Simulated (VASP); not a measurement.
# BeTe (rocksalt type) (Fm-3m) in VASP: notebook

BeTe (rocksalt type) is run at these levels: PBEsol; tasks: single point.

Everything below comes from runs of VASP 6.6.1. Logs are shortened: lines on timing, memory, paths and dates and some standing lists are left out, and cuts for length are marked.

### Step 1. The cell of the first run

Symmetry: Fm-3m, No. 225, cubic system. Conventional cell: a = 4.921 Å, b = 4.921 Å, c = 4.921 Å, α = 90.00°, β = 90.00°, γ = 90.00°. Be (site symmetry m-3m) has 6 Te at 2.46 Å within 3.2 Å. Within 3.2 Å of Te (site symmetry m-3m) lie 6 Be at 2.46 Å.

### Step 2. Single point, PBEsol (14.90 Å³/atom)

The input, POSCAR:

```
BeTe
1.0
    0.0000000000      2.4607274692      2.4607274692
    2.4607274692      0.0000000000      2.4607274692
    2.4607274692      2.4607274692      0.0000000000
Be Te
1 1
Direct
    0.0000000000      0.0000000000      0.0000000000
    0.5000000000      0.5000000000      0.5000000000
```

The input, INCAR.step1:

```
  ALGO = Normal
  EDIFF = 1E-7
  ENCUT = 520
  GGA = PS
  ISIF = 2
  ISMEAR = -1
  LASPH = T
  LCHARG = T
  LREAL = F
  LWAVE = F
  NBANDS = 11
  NELM = 80
  PREC = Accurate
  SIGMA = 0.08
```

The input, KPOINTS.step1:

```
k-points
0
Gamma
  15 15 15
```

The input, INCAR.step2:

```
  ALGO = Normal
  EDIFF = 1E-7
  ENCUT = 520
  GGA = PS
  ICHARG = 11
  ISIF = 2
  ISMEAR = -5
  LASPH = T
  LCHARG = F
  LORBIT = 11
  LREAL = F
  LWAVE = F
  NBANDS = 11
  NEDOS = 1001
  NELM = 80
  PREC = Accurate
  SIGMA = 0.08
```

The input, KPOINTS.step2:

```
k-points
0
Gamma
  23 23 23
```

Potentials or basis: VASP PAW PBE potentials, release 64 (Be, Te).

Started as:

```console
$ cat potpaw_PBE.64/Be/POTCAR potpaw_PBE.64/Te/POTCAR > POTCAR
$ cp INCAR.step1 INCAR
$ cp KPOINTS.step1 KPOINTS
$ mpirun -np 1 vasp_std > vasp.out
$ cp INCAR.step2 INCAR
$ cp KPOINTS.step2 KPOINTS
$ mpirun -np 1 vasp_std > vasp.out
```

OUTCAR:

```text
EDIFF = 1E-7
   ENCUT = 520
   GGA = PS
   ICHARG = 11
   ISIF = 2
   ISMEAR = -5
   LASPH = T
   LORBIT = 11
   LREAL = F
   NELM = 80
   PREC = Accurate

 ion  position               nearest neighbor table
   1  0.000  0.000  0.000-   2 2.46   2 2.46   2 2.46   2 2.46   2 2.46   2 2.46
   2  0.500  0.500  0.500-   1 2.46   1 2.46   1 2.46   1 2.46   1 2.46   1 2.46

  LATTYP: Found a face centered cubic cell.
 ALAT       =     4.9214549384

  Lattice vectors:

 A1 = (   0.0000000000,   2.4607274692,   2.4607274692)
 A2 = (   2.4607274692,   0.0000000000,   2.4607274692)
 A3 = (   2.4607274692,   2.4607274692,   0.0000000000)

Analysis of symmetry for initial positions (statically):
=====================================================================
 Subroutine PRICEL returns:
 Original cell was already a primitive cell.

 Routine SETGRP: Setting up the symmetry group for a
 face centered cubic supercell.

 Subroutine GETGRP returns: Found 48 space group operations
 (whereof 48 operations were pure point group operations)
 out of a pool of 48 trial point group operations.

The static configuration has the point symmetry O_h .

Analysis of symmetry for dynamics (positions and initial velocities):
=====================================================================
 Subroutine PRICEL returns:
 Original cell was already a primitive cell.

 Routine SETGRP: Setting up the symmetry group for a
 face centered cubic supercell.

 Subroutine GETGRP returns: Found 48 space group operations
 (whereof 48 operations were pure point group operations)
 out of a pool of 48 trial point group operations.

The dynamic configuration has the point symmetry O_h .

 Subroutine INISYM returns: Found 48 space group operations
 (whereof 48 operations are pure point group operations),
 and found     1 'primitive' translations

----------------------------------------------------------------------------------------

                                     Primitive cell

  volume of cell :      29.8003

  direct lattice vectors                    reciprocal lattice vectors
     0.000000000  2.460727469  2.460727469    -0.203191945  0.203191945  0.203191945
     2.460727469  0.000000000  2.460727469     0.203191945 -0.203191945  0.203191945
     2.460727469  2.460727469  0.000000000     0.203191945  0.203191945 -0.203191945

  length of vectors
     3.479994160  3.479994160  3.479994160     0.351938772  0.351938772  0.351938772

  position of ions in fractional coordinates (direct lattice)
     0.000000000  0.000000000  0.000000000
     0.500000000  0.500000000  0.500000000

  ion indices of the primitive-cell ions
   primitive index   ion index
                 1           1
                 2           2

----------------------------------------------------------------------------------------

 KPOINTS: k-points

Automatic generation of k-mesh.
 Grid dimensions read from file:
 generate k-points for:   23   23   23

 Generating k-lattice:

  Cartesian coordinates                     Fractional coordinates (reciprocal lattice)
    -0.008834432  0.008834432  0.008834432     0.043478261  0.000000000  0.000000000
     0.008834432 -0.008834432  0.008834432     0.000000000  0.043478261  0.000000000
     0.008834432  0.008834432 -0.008834432     0.000000000  0.000000000  0.043478261

  Length of vectors
     0.015301686  0.015301686  0.015301686

  Shift w.r.t. Gamma in fractional coordinates (k-lattice)
     0.000000000  0.000000000  0.000000000

 TETIRR: Found   1662 inequivalent tetrahedra from    73002

 Subroutine IBZKPT returns following result:
 ===========================================

 Found    364 irreducible k-points:

 Following reciprocal coordinates:
            Coordinates               Weight
  0.000000  0.000000  0.000000      1.000000
  0.043478  0.000000  0.000000      8.000000
  0.086957  0.000000  0.000000      8.000000
  0.130435  0.000000  0.000000      8.000000
  0.173913  0.000000  0.000000      8.000000
  0.217391  0.000000  0.000000      8.000000
[... 16 lines left out ...]
  0.478261  0.043478  0.000000     24.000000
 -0.478261  0.043478  0.000000     24.000000
 [... further k-points ...]
   k-points           NKPTS =    364   k-points in BZ     NKDIM =    364   number of bands    NBANDS=     11
   number of dos      NEDOS =   1001   number of ions     NIONS =      2
   total plane-waves  NPLWV =  21952
   dimension x,y,z NGX =    28 NGY =   28 NGZ =   28
   dimension x,y,z NGXF=    56 NGYF=   56 NGZF=   56
   ions per type =               1   1
   NGX,Y,Z   is equivalent  to a cutoff of  13.38, 13.38, 13.38 a.u.
   NGXF,Y,Z  is equivalent  to a cutoff of  26.75, 26.75, 26.75 a.u.
 SYSTEM =  unknown system
   PREC   = accura    normal or accurate (medium, high low for compatibility)
   ISTART =      0    job   : 0-new  1-cont  2-samecut
   ICHARG =     11    charge: 1-file 2-atom 10-const
   ISPIN  =      1    spin polarized calculation?
   LNONCOLLINEAR =      F non collinear calculations
   LSORBIT =      F    spin-orbit coupling
   LASPH  =      T    aspherical Exc in radial PAW
   ENCUT  =  520.0 eV  38.22 Ry    6.18 a.u.   6.47  6.47  6.47*2*pi/ulx,y,z
   NELM   =     80;   NELMIN=  2; NELMDL=  0     # of ELM steps
   EDIFF  = 0.1E-06   stopping-criterion for ELM
   LREAL  =      F    real-space projection
   EDIFFG = 0.1E-05   stopping-criterion for IOM
   NSW    =      0    number of steps for IOM
   IBRION =     -1    ionic relax: 0-MD 1-quasi-New 2-CG
   NFREE  =      0    steps in history (QN), initial steepest desc. (CG)
   ISIF   =      2    stress and relaxation
   ISYM   =      2    0-nonsym 1-usesym 2-fastsym
   POTIM  = 0.5000    time-step for ionic-motion
   TEBEG  =    0.0;   TEEND  =   0.0 temperature during run
   PSTRESS=    0.0 pullay stress
   NELECT =       8.0000    total number of electrons
   NUPDOWN=      -1.0000    fix difference up-down
   EMIN   =  10.00;   EMAX   =-10.00  energy-range for DOS
   EFERMI =   0.00;   METHOD = LEGACY
   ISMEAR =    -5;   SIGMA  =   0.08  broadening in eV -4-tet -1-fermi 0-gaus
   EFERMI_NEDOS =   21; number of points for ismear=-14 and -15
   IALGO  =     38    algorithm
   IMIX   =      4    mixing-type and parameters
     AMIX     =   0.40;   BMIX     =  1.00
     AMIX_MAG =   1.60;   BMIX_MAG =  1.00
  volume/ion in A,a.u.               =      14.90       100.55
  Fermi-wavevector in a.u.,A,eV,Ry     =   1.056083  1.995707 15.174726  1.115311
  Thomas-Fermi vector in A             =   2.191305
   LORBIT       =     11    0 simple, 1 ext, 2 COOP (PROOUT), +10 PAW based schemes
   GGA     = PS    functional components
   LHFCALC =     F    Hartree Fock is set to
   AEXX    =    0.0000 exact exchange contribution
   IVDW    =     0    specifies the selected vdW correction
   LEPSILON=     F    determine dielectric tensor
   LRPA    =     F    only Hartree local field effects (RPA)
 non-spin polarized calculation
 Fermi weights with tetrahedron method with Bloechl corrections
  energy-cutoff  :      520.00
  volume of cell :       29.80
 maximum number of plane-waves:       825
 NGX is ok and might be reduce to    28

 number of electron       8.0000000 magnetization

 Free energy of the ion-electron system (eV)
  ---------------------------------------------------
  ext. energy  EPLUGINS =         0.00000000
  ---------------------------------------------------
  free energy    TOTEN  =        -6.81862265 eV

  energy without entropy =       -6.81862265  energy(sigma->0) =       -6.81862265

 E-fermi :  10.7981     XC(G=0): -11.1117

 val. band max:       10.8198055183   @ k =  -0.0870   0.0870   0.0000
 cond. band min:      10.7564273268   @ k =   0.4783   0.3478   0.0000
 fundamental gap:     -0.0633781914
 Fermi energy:        10.7980922959

 k-point     1 :       0.0000    0.0000    0.0000
  band No.  band energies     occupation
      1      -4.8892      2.00000
      2      10.4529      2.00000
      3      10.4529      2.00000
      4      10.4529      2.00000
      5      16.7518      0.00000
      6      17.4949      0.00000
      7      17.4949      0.00000
      8      17.4949      0.00000
      9      17.8752      0.00000
     10      17.8752      0.00000
     11      17.8752      0.00000

 k-point     2 :       0.0435    0.0000    0.0000
  band No.  band energies     occupation
      1      -4.8579      2.00000
      2      10.2084      2.00000
      3      10.4434      2.00000
      4      10.4434      2.00000
      5      16.7466      0.00000
      6      17.3658      0.00000
      7      17.5659      0.00000
      8      17.5659      0.00000
      9      17.6523      0.00000
     10      17.6523      0.00000
     11      17.9531      0.00000

 k-point     3 :       0.0870    0.0000    0.0000
  band No.  band energies     occupation
      1      -4.7643      2.00000
      2       9.5614      2.00000
      3      10.4173      2.00000
      4      10.4173      2.00000
      5      16.5328      0.00000
      6      17.1163      0.00000
      7      17.1163      0.00000
      8      17.2869      0.00000
      9      17.7788      0.00000
     10      17.7788      0.00000
     11      18.2341      0.00000
[... 267 lines left out ...]
 k-point    23 :       0.4783    0.0435    0.0000
  band No.  band energies     occupation
      1      -2.0927      2.00000
      2       2.1701      2.00000
      3      10.1757      2.00000
      4      10.2197      2.00000
      5      12.6247      0.00000
      6      13.0768      0.00000
      7      14.6619      0.00000
      8      17.0520      0.00000
      9      22.9904      0.00000
     10      24.4577      0.00000
     11      24.6519      0.00000

 k-point    24 :      -0.4783    0.0435    0.0000
  band No.  band energies     occupation
      1      -2.0149      2.00000
      2       2.0502      2.00000
      3      10.0630      2.00000
      4      10.3453      2.00000
      5      12.7495      0.00000
      6      12.8512      0.00000
      7      14.6539      0.00000
      8      17.0507      0.00000
      9      23.7285      0.00000
     10      24.2202      0.00000
     11      24.5258      0.00000

 [... further k-points ...]

------------------------ aborting loop because EDIFF is reached ----------------------------------------

  FORCE on cell =-STRESS in cart. coord.  units (eV):
  Direction    XX          YY          ZZ          XY          YZ          ZX
  --------------------------------------------------------------------------------------
  -------------------------------------------------------------------------------------
  Total        4.8945628      4.8945628      4.8945628      0.0000000      0.0000000     -0.0000000
  in kB      263.1503451    263.1503451    263.1503451      0.0000000      0.0000000     -0.0000000
  external PRESSURE =     263.1503451 kB  Pullay stress =       0.0000000 kB

 VOLUME and BASIS-vectors are now :
 -----------------------------------------------------------------------------
  energy-cutoff  :      520.00
  volume of cell :       29.80
      direct lattice vectors                 reciprocal lattice vectors
     0.000000000  2.460727469  2.460727469    -0.203191945  0.203191945  0.203191945
     2.460727469  0.000000000  2.460727469     0.203191945 -0.203191945  0.203191945
     2.460727469  2.460727469  0.000000000     0.203191945  0.203191945 -0.203191945

 POSITION                                       TOTAL-FORCE (eV/Angst)
 -----------------------------------------------------------------------------------
      0.00000      0.00000      0.00000         0.000000      0.000000      0.000000
      2.46073      2.46073      2.46073         0.000000     -0.000000     -0.000000
 -----------------------------------------------------------------------------------
    total drift:                                0.000000      0.000000      0.000000

  FREE ENERGIE OF THE ION-ELECTRON SYSTEM (eV)
  ---------------------------------------------------
  free  energy   TOTEN  =        -6.8186226500 eV

  energy  without entropy=       -6.8186226500  energy(sigma->0) =       -6.81862265

 total charge

# of ion       s       p       d       tot
------------------------------------------
    1        0.396   0.643   0.000   1.040
    2        1.362   2.158   0.085   3.605
--------------------------------------------------
tot          1.758   2.802   0.085   4.645
```

Wall time 2.2 min (1 thread of Intel Xeon 8259CL, shared host); peak memory 0.25 GiB.

What came out:

| Property | Result |
| --- | --- |
| Valence electrons inside the program's atomic spheres | Be 1.04; Te 3.60 |

Levels at points of the mesh, in eV from the Fermi level:
```csv
k point,band 1,band 2,band 3,band 4,band 5,band 6,band 7,band 8
"(0.00, 0.00, 0.00)",-15.69,-0.35,-0.35,-0.35,5.95,6.70,6.70,6.70
```

Caveat: the PAW data sets were made with another functional, which shifts forces and pressure a little; spin-orbit coupling is left out, which moves the levels of the heavy elements; tetrahedron occupations give inexact forces and stress in metals.

### Step 3. Single point, PBEsol (18.63 Å³/atom)

This run uses another cell than the first one, of 18.63 Å³/atom.

The input, POSCAR:

```
BeTe
1.0
    0.0000000000      2.6507383111      2.6507383111
    2.6507383111      0.0000000000      2.6507383111
    2.6507383111      2.6507383111      0.0000000000
Be Te
1 1
Direct
    0.0000000000      0.0000000000      0.0000000000
    0.5000000000      0.5000000000      0.5000000000
```

The input, INCAR.step1:

```
ALGO = Normal
EDIFF = 1E-6
ENCUT = 520
GGA = PS
ISIF = 2
ISMEAR = -1
LASPH = True
LCHARG = True
LREAL = False
LWAVE = False
NBANDS = 11
NELM = 80
PREC = Accurate
SIGMA = 0.08
```

KPOINTS.step1 is that of step 2.

The input, INCAR.step2:

```
ALGO = Normal
EDIFF = 1E-6
ENCUT = 520
GGA = PS
ICHARG = 11
ISIF = 2
ISMEAR = -5
LASPH = True
LCHARG = False
LORBIT = 10
LREAL = False
LWAVE = False
NEDOS = 1001
NELM = 80
PREC = Accurate
SIGMA = 0.08
```

KPOINTS.step2 is that of step 2.

Potentials or basis: VASP PAW PBE potentials, release 64 (Be, Te).

Started as:

```console
$ cat potpaw_PBE.64/Be/POTCAR potpaw_PBE.64/Te/POTCAR > POTCAR
$ cp INCAR.step1 INCAR
$ cp KPOINTS.step1 KPOINTS
$ mpirun -np 1 vasp_std > vasp.out
$ cp INCAR.step2 INCAR
$ cp KPOINTS.step2 KPOINTS
$ mpirun -np 1 vasp_std > vasp.out
```

Run time: 1.8 min. Hardware: 1 thread of Intel Xeon 8259CL, shared host; peak memory 0.26 GiB.

It converged, with:

```yaml
Valence_electrons_inside_the_program's_atomic_spheres: Be 0.80; Te 3.45
```

Levels at points of the mesh, in eV from the Fermi level:
| k point | band 2 | band 3 | band 4 | band 5 | band 6 | band 7 |
| --- | --- | --- | --- | --- | --- | --- |
| (0.00, 0.00, 0.00) | -0.22 | -0.22 | -0.22 | 3.41 | 6.43 | 6.43 |

Caveat: the PAW data sets were made with another functional, which shifts forces and pressure a little; spin-orbit coupling is left out, which moves the levels of the heavy elements; tetrahedron occupations give inexact forces and stress in metals.

### Step 4. Single point, PBEsol (7.45 Å³/atom)

This run uses another cell than the first one, of 7.45 Å³/atom.

The input, POSCAR:

```
BeTe
1.0
    0.0000000000      1.9530806866      1.9530806866
    1.9530806866      0.0000000000      1.9530806866
    1.9530806866      1.9530806866      0.0000000000
Be Te
1 1
Direct
    0.0000000000      0.0000000000      0.0000000000
    0.5000000000      0.5000000000      0.5000000000
```

The input, INCAR.step1:

```
SYSTEM = BeTe
PREC = Accurate
ENCUT = 520
EDIFF = 1E-6
ISMEAR = -1
SIGMA = 0.08
LREAL = .False.
LASPH = .True.
NELM = 80
ALGO = Normal
ISIF = 2
LWAVE = .False.
LCHARG = .True.
GGA = PS
NBANDS = 11
```

The input, KPOINTS.step1:

```
Automatic mesh
0
Gamma
  15 15 15
  0 0 0
```

The input, INCAR.step2:

```
SYSTEM = BeTe
PREC = Accurate
ENCUT = 520
EDIFF = 1E-6
ISMEAR = -5
SIGMA = 0.08
LREAL = .False.
LASPH = .True.
NELM = 80
ALGO = Normal
ISIF = 2
LWAVE = .False.
LCHARG = .False.
GGA = PS
LORBIT = 11
NEDOS = 1001
ICHARG = 11
```

The input, KPOINTS.step2:

```
Automatic mesh
0
Gamma
  23 23 23
  0 0 0
```

Started as:

```console
$ cat potpaw_PBE.64/Be/POTCAR potpaw_PBE.64/Te/POTCAR > POTCAR
$ cp INCAR.step1 INCAR
$ cp KPOINTS.step1 KPOINTS
$ mpirun -np 1 vasp_std > vasp.out
$ cp INCAR.step2 INCAR
$ cp KPOINTS.step2 KPOINTS
$ mpirun -np 1 vasp_std > vasp.out
```

Run time: 30 s. Hardware: 1 thread of AMD EPYC 9R45 (Zen 5), shared host; peak memory 0.15 GiB.

Results (log left out):

- Valence electrons inside the program's atomic spheres: Be 2.71; Te 4.63

Levels at points of the mesh, in eV from the Fermi level:
```csv
k point,band 1,band 2,band 3,band 4,band 5,band 6,band 7,band 8
"(0.00, 0.00, 0.00)",-25.14,-1.42,-1.42,-1.42,4.72,6.54,6.54,6.54
```

Caveat: the PAW data sets were made with another functional, which shifts forces and pressure a little; spin-orbit coupling is left out, which moves the levels of the heavy elements; tetrahedron occupations give inexact forces and stress in metals.

### Step 5. Single point, PBEsol (11.18 Å³/atom)

This run uses another cell than the first one, of 11.18 Å³/atom.

The input, POSCAR:

```
BeTe
1.0
    0.0000000000      2.2357192788      2.2357192788
    2.2357192788      0.0000000000      2.2357192788
    2.2357192788      2.2357192788      0.0000000000
Be Te
1 1
Direct
    0.0000000000      0.0000000000      0.0000000000
    0.5000000000      0.5000000000      0.5000000000
```

The input, INCAR.step1:

```
PREC     = Accurate       # precision mode
ENCUT    = 520            # plane-wave cutoff, eV
EDIFF    = 1E-6           # SCF threshold, eV
ISMEAR   = -1             # smearing method
SIGMA    = 0.08           # smearing width, eV
LREAL    = False          # projectors in reciprocal space
LASPH    = True           # aspherical terms in the spheres
NELM     = 80             # most SCF steps
ALGO     = Normal         # electronic algorithm
ISIF     = 2              # what is computed and relaxed
LWAVE    = False          # write WAVECAR
LCHARG   = True           # write CHGCAR
GGA      = PS             # functional
NBANDS   = 11             # bands
```

The input, KPOINTS.step1:

```
regular mesh
0
Gamma
  15 15 15
```

The input, INCAR.step2:

```
PREC     = Accurate       # precision mode
ENCUT    = 520            # plane-wave cutoff, eV
EDIFF    = 1E-6           # SCF threshold, eV
ISMEAR   = -5             # smearing method
SIGMA    = 0.08           # smearing width, eV
LREAL    = False          # projectors in reciprocal space
LASPH    = True           # aspherical terms in the spheres
NELM     = 80             # most SCF steps
ALGO     = Normal         # electronic algorithm
ISIF     = 2              # what is computed and relaxed
LWAVE    = False          # write WAVECAR
LCHARG   = False          # write CHGCAR
GGA      = PS             # functional
LORBIT   = 11             # projections on sites
NEDOS    = 1001           # points of the DOS
ICHARG   = 11             # starting density
```

The input, KPOINTS.step2:

```
regular mesh
0
Gamma
  23 23 23
```

Started as:

```console
$ cat potpaw_PBE.64/Be/POTCAR potpaw_PBE.64/Te/POTCAR > POTCAR
$ cp INCAR.step1 INCAR
$ cp KPOINTS.step1 KPOINTS
$ mpirun -np 1 vasp_std > vasp.out
$ cp INCAR.step2 INCAR
$ cp KPOINTS.step2 KPOINTS
$ mpirun -np 1 vasp_std > vasp.out
```

It took 30 s on 1 thread of AMD EPYC 9R45 (Zen 5), shared host; peak memory 0.17 GiB.

The run converged. Its results:

```yaml
Valence_electrons_inside_the_program's_atomic_spheres: Be 1.52; Te 3.90
```

Levels at points of the mesh, in eV from the Fermi level:
```csv
k point,band 1,band 2,band 3,band 4,band 5,band 6,band 7,band 8
"(0.00, 0.00, 0.00)",-19.20,-0.70,-0.70,-0.70,6.39,6.39,6.39,7.27
```

Caveat: the PAW data sets were made with another functional, which shifts forces and pressure a little; spin-orbit coupling is left out, which moves the levels of the heavy elements; tetrahedron occupations give inexact forces and stress in metals.
